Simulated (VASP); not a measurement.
A run of VASP 6.6.1 is set up as follows.

The input INCAR:

```
PREC     = Accurate       # precision mode
ENCUT    = 520            # plane-wave cutoff, eV
EDIFF    = 1E-6           # SCF threshold, eV
ISMEAR   = -1             # smearing method
SIGMA    = 0.02           # smearing width, eV
LREAL    = False          # projectors in reciprocal space
LASPH    = True           # aspherical terms in the spheres
NELM     = 60             # most SCF steps
ALGO     = Normal         # electronic algorithm
ISIF     = 2              # what is computed and relaxed
LWAVE    = False          # write WAVECAR
LCHARG   = False          # write CHGCAR
GGA      = PE             # functional
NBANDS   = 31             # bands
```

KPOINTS

```
Automatic mesh
0
Gamma
  4 4 6
```

File POSCAR:

```
PtSe2
1.0
    5.7464973231      0.0000000000      0.0000000000
    0.0000000000      5.7464973231      0.0000000000
    0.0000000000      0.0000000000      3.9813628379
Pt Se
2 4
Direct
    0.0000000000      0.0000000000      0.0000000000
    0.5000000000      0.5000000000      0.5000000000
    0.3092310864      0.3092310864      0.0000000000
    0.1907689136      0.8092310864      0.5000000000
    0.8092310864      0.1907689136      0.5000000000
    0.6907689136      0.6907689136      0.0000000000
```

Potentials or basis: VASP PAW PBE potentials, release 64 (Pt, Se).

The run is started by

```console
$ cat potpaw_PBE.64/Pt/POTCAR potpaw_PBE.64/Se/POTCAR > POTCAR
$ mpirun -np 1 vasp_std > vasp.out
```

(1) What does it give for the largest force?

(2) What does it give for the band gap on the k mesh?

(3) What does it give for the pressure?

## Answers

(1) 0.024 eV/Å.

(2) zero (bands 22 and 23 overlap by 0.38 eV).

(3) 2.5 GPa.

Caveat: the structure was generated, so it needn't be the stable form of PtSe2; spin-orbit coupling is left out, which moves the levels of the heavy elements.
